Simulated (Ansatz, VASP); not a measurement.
Hf: VASP beside Ansatz

File INCAR:

```
ALGO = Normal ; EDIFF = 1E-6
ENCUT = 520 ; GGA = PS
ISIF = 2 ; ISMEAR = -1
LASPH = True ; LCHARG = False
LREAL = False ; LWAVE = False
NBANDS = 11 ; NELM = 80
PREC = Accurate ; SIGMA = 0.08
```

Contents of KPOINTS:

```
k-points
0
Gamma
  16 16 16
```

POSCAR

```
Hf
1.0
   -1.8411000000      1.8411000000      1.8050000000
    1.8411000000     -1.8411000000      1.8050000000
    1.8411000000      1.8411000000     -1.8050000000
Hf
1
Direct
    0.0000000000      0.0000000000      0.0000000000
```

Input for Ansatz:

```yaml
crystal:
  lattice:
    - [-1.8411, 1.8411, 1.805]
    - [1.8411, -1.8411, 1.805]
    - [1.8411, 1.8411, -1.805]
  atoms:
    - { symbol: Hf, position: [0.0, 0.0, 0.0] }
kpoints:
  mp_grid: { grid: [16, 16, 16] }
  band_path:
    path:
      - [0.0, 0.0, 0.0]
      - [0.0, 0.0, 0.5]
      - [-0.5, 0.5, 0.5]
      - [0.0, 0.0, 0.0]
      - [0.4902921953, 0.4902921953, -0.4902921953]
      - [-0.4902921953, 0.5097078047, 0.4902921953]
      - [-0.5, 0.5, 0.5]
      - [0.0, 0.0, 0.5]
      - [0.25, 0.25, 0.25]
    npoints: 5
scf:
  occupations: { method: fermi_dirac, width: 0.08 }
hamiltonian:
  xc: pbesol
  pseudopotentials: { kind: all_electron, lapw: { basis_error: 0.001 } }
output:
  forces: true
  stress: true
  eigenvalues: true
```

Change from the starting cell: equal xx and yy strain of +2 %.

Alike in both runs: task single point; functional PBEsol; k mesh 16 × 16 × 16; occupations fermi-dirac, width 0.08 eV; no spin polarisation.

|  | VASP | Ansatz |
| --- | --- | --- |
| version | VASP 6.6.1 | Ansatz 0.2.0 |
| potentials or method | VASP PAW PBE potentials, release 64 (Hf_pv), cutoff 520 eV | all-electron LAPW, scalar-relativistic |

VASP gave:

* pressure (GPa): -11.9
* traceless stress, the component that is largest in VASP (GPa): -0.70

Question: What did Ansatz give for the same quantities?

Answer: Pressure (GPa): -11.6; traceless stress, the component that is largest in VASP (GPa): -0.69.

VASP's potentials were made for PBE, not for PBEsol. Ansatz ran all-electron here, and VASP with PAW potentials.

Spin-orbit coupling is off throughout.
